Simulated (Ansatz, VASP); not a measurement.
**LaGeO3: VASP beside Ansatz**

```xyz
10
Lattice="2.7542 1.5901 4.4497 -2.7542 1.5901 4.4497 0.0000 -3.1802 4.4497" Properties=species:S:1:pos:R:3 pbc="T T T"
Ge    0.0000    0.0000    0.0000
Ge    0.0000    0.0000    6.6745
O     0.3019    1.5901    7.7869
O    -1.5280   -0.5336    7.7869
O     1.2261   -1.0565    7.7869
O    -0.3019   -1.5901    5.5621
O     1.5280    0.5336    5.5621
O    -1.2261    1.0565    5.5621
La    0.0000    0.0000    3.3372
La    0.0000    0.0000   10.0117
```

Alike in both runs: task single point; functional PBE; k mesh 7 × 7 × 7; occupations methfessel-paxton of order 1, width 0.1807 eV; no spin polarisation.

|  | VASP | Ansatz |
| --- | --- | --- |
| version | VASP 6.6.1 | Ansatz 0.2.0 |
| potentials or method | VASP PAW PBE potentials, release 64 (Ge_d, O, La), cutoff 520 eV | PAW plane waves |
| valence electrons in the cell | 86 | 86 |

VASP gave:

```
pressure (GPa)                                                : 20.4
traceless stress, the component that is largest in VASP (GPa) : -1.26
rms of the force components (eV/Å)                            : 0.124
```

**Question.** Which values does Ansatz return?

**Answer.** Pressure (GPa): 20.3; traceless stress, the component that is largest in VASP (GPa): -1.30; rms of the force components (eV/Å): 0.117.

Atom by atom the forces differ by 0.007 eV/Å (rms over components). With one functional, cell and mesh, what is left measures potentials, basis and numerics. Ansatz's warnings: structure snapped to symmetry.

Spin-orbit coupling is off throughout.
